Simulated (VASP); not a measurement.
# Ga4TeAs (P4/mmm) in VASP: a series of runs, part 2 of 2

VASP 6.6.1.

### 3 Single point, PBE

This run uses another cell than the first one, of 32.53 Å³/atom.

INCAR

```
SYSTEM = Ga4TeAs
PREC = Accurate ; ENCUT = 520
EDIFF = 1E-6 ; ISMEAR = 0
SIGMA = 0.1 ; LREAL = .FALSE.
LASPH = .TRUE. ; NELM = 60
ALGO = Fast ; ISIF = 2
LWAVE = .FALSE. ; LCHARG = .TRUE.
GGA = PE ; LELF = .TRUE.
LVHAR = .TRUE. ; NBANDS = 40
```

KPOINTS

```
Automatic mesh
0
G
  8 8 6
  0 0 0
```

POSCAR

```
Ga4TeAs
1.0
    4.9722143383      0.0000000000      0.0000000000
    0.0000000000      4.9722143383      0.0000000000
    0.0000000000      0.0000000000      7.8952980290
Ga Te As
4 1 1
Direct
    0.5000000000      0.0000000000      0.0000000000
    0.0000000000      0.5000000000      0.0000000000
    0.0000000000      0.0000000000      0.3433342959
    0.0000000000      0.0000000000      0.6566657041
    0.5000000000      0.5000000000      0.5000000000
    0.0000000000      0.0000000000      0.0000000000
```

Potentials or basis: VASP PAW PBE potentials, release 64 (Ga_d, Te, As).

Run with:

```bash
cat potpaw_PBE.64/Ga_d/POTCAR potpaw_PBE.64/Te/POTCAR potpaw_PBE.64/As/POTCAR > POTCAR
mpirun -np 1 vasp_std > vasp.out
```

OUTCAR:

```text
SYSTEM = Ga4TeAs
   PREC = Accurate
   ENCUT = 520
   EDIFF = 1E-6
   ISMEAR = 0
   LREAL = .FALSE.
   LASPH = .TRUE.
   NELM = 60
   ISIF = 2
   GGA = PE

 ion  position               nearest neighbor table
   1  0.500  0.000  0.000-   6 2.49   6 2.49
   2  0.000  0.500  0.000-   6 2.49   6 2.49
   3  0.000  0.000  0.343-   4 2.47   6 2.71
   4  0.000  0.000  0.657-   3 2.47   6 2.71
   5  0.500  0.500  0.500-
   6  0.000  0.000  0.000-   1 2.49   2 2.49   2 2.49   1 2.49   3 2.71   4 2.71
[... 1241 lines left out ...]
  -------------------------------------------------------------------------------------
  Total        0.1168062      0.1168062      0.1085368      0.0000000      0.0000000      0.0000000
  in kB        0.9587562      0.9587562      0.8908805      0.0000000      0.0000000      0.0000000
  external PRESSURE =       0.9361310 kB  Pullay stress =       0.0000000 kB

 VOLUME and BASIS-vectors are now :
 -----------------------------------------------------------------------------
  energy-cutoff  :      520.00
  volume of cell :      195.19
      direct lattice vectors                 reciprocal lattice vectors
     4.972214338  0.000000000  0.000000000     0.201117637  0.000000000  0.000000000
     0.000000000  4.972214338  0.000000000     0.000000000  0.201117637  0.000000000
     0.000000000  0.000000000  7.895298029     0.000000000  0.000000000  0.126657663

 POSITION                                       TOTAL-FORCE (eV/Angst)
 -----------------------------------------------------------------------------------
      2.48611      0.00000      0.00000         0.000000     -0.000000      0.000000
      0.00000      2.48611      0.00000         0.000000     -0.000000      0.000000
      0.00000      0.00000      2.71073         0.000000     -0.000000     -0.001288
      0.00000      0.00000      5.18457        -0.000000      0.000000      0.001288
      2.48611      2.48611      3.94765         0.000000     -0.000000      0.000000
      0.00000      0.00000      0.00000         0.000000     -0.000000      0.000000
 -----------------------------------------------------------------------------------
    total drift:                               -0.000000      0.000000     -0.000000

  FREE ENERGIE OF THE ION-ELECTRON SYSTEM (eV)
  ---------------------------------------------------
  free  energy   TOTEN  =       -16.7593633684 eV

  energy  without entropy=      -16.7508510246  energy(sigma->0) =      -16.75510720
```

OSZICAR:

```text
N       E                     dE             d eps       ncg     rms          rms(c)
DAV:   1     0.481902189788E+03    0.48190E+03   -0.29367E+04  5080   0.212E+03
DAV:   2     0.509493363897E+02   -0.43095E+03   -0.41484E+03  5040   0.547E+02
DAV:   3    -0.137928209244E+02   -0.64742E+02   -0.61479E+02  5768   0.152E+02
DAV:   4    -0.171926303718E+02   -0.33998E+01   -0.33723E+01  5720   0.358E+01
DAV:   5    -0.173156695502E+02   -0.12304E+00   -0.12295E+00  6320   0.610E+00    0.440E+00
RMM:   6    -0.168051055752E+02    0.51056E+00   -0.72322E-01  6270   0.403E+00    0.232E+00
RMM:   7    -0.167623333191E+02    0.42772E-01   -0.25500E-01  6650   0.171E+00    0.102E+00
RMM:   8    -0.167593926749E+02    0.29406E-02   -0.39568E-02  6792   0.118E+00    0.305E-01
RMM:   9    -0.167592199376E+02    0.17274E-03   -0.79453E-03  7318   0.516E-01    0.111E-01
RMM:  10    -0.167593505089E+02   -0.13057E-03   -0.16991E-03  7214   0.224E-01    0.701E-02
RMM:  11    -0.167593486718E+02    0.18371E-05   -0.35843E-04  7054   0.108E-01    0.302E-02
RMM:  12    -0.167593623711E+02   -0.13699E-04   -0.11011E-04  7421   0.598E-02    0.723E-03
RMM:  13    -0.167593632132E+02   -0.84212E-06   -0.28082E-05  7086   0.291E-02    0.420E-03
RMM:  14    -0.167593633684E+02   -0.15520E-06   -0.72471E-06  5110   0.140E-02
   1 F= -.16759363E+02 E0= -.16755107E+02  d E =-.851234E-02
```

stdout:

```text
POSCAR found type information on POSCAR GaTeAs
 POSCAR found :  3 types and       6 ions
 scaLAPACK will be used
 LDA part: xc-table for (Slater+PW92), standard interpolation
 POSCAR, INCAR and KPOINTS ok, starting setup
 FFT: planning ... GRIDC
 FFT: planning ... GRID_SOFT
 FFT: planning ... GRID
 WAVECAR not read
 entering main loop
WARNING in EDDRMM: call to ZHEGV failed, returncode =   8  4     39
```

Wall time 3.7 min (1 thread of Intel Xeon 6975P-C (Granite Rapids), shared host); peak memory 0.58 GiB.

What came out:

* Free energy: -16.7594 eV
* Pressure: 0.1 GPa
* Band gap on the k mesh: zero (an odd number of electrons rules out a gap without spin polarisation)

Levels at points of the mesh, in eV from the Fermi level:
| k point | band 28 | band 29 | band 30 | band 31 | band 32 | band 33 | band 34 | band 35 |
| --- | --- | --- | --- | --- | --- | --- | --- | --- |
| (0.00, 0.00, 0.00) | -3.78 | -1.16 | -1.16 | -1.08 | 0.47 | 1.03 | 2.46 | 2.47 |
| (0.50, 0.00, 0.00) | -1.75 | -0.57 | -0.43 | 0.41 | 0.77 | 1.00 | 1.27 | 1.27 |
| (0.50, 0.50, 0.00) | -2.28 | -1.56 | -0.87 | -0.25 | -0.25 | 0.71 | 1.36 | 2.79 |
| (0.00, 0.00, 0.50) | -3.63 | -3.48 | -1.27 | -1.27 | -0.12 | 2.15 | 2.23 | 2.56 |
| (0.50, 0.00, 0.50) | -3.22 | -1.18 | -0.69 | -0.54 | -0.42 | 0.99 | 1.17 | 1.74 |
| (0.50, 0.50, 0.50) | -2.56 | -2.56 | -1.93 | -0.22 | 0.85 | 0.85 | 2.19 | 2.19 |

Caveat: spin-orbit coupling is left out, which moves the levels of the heavy elements.
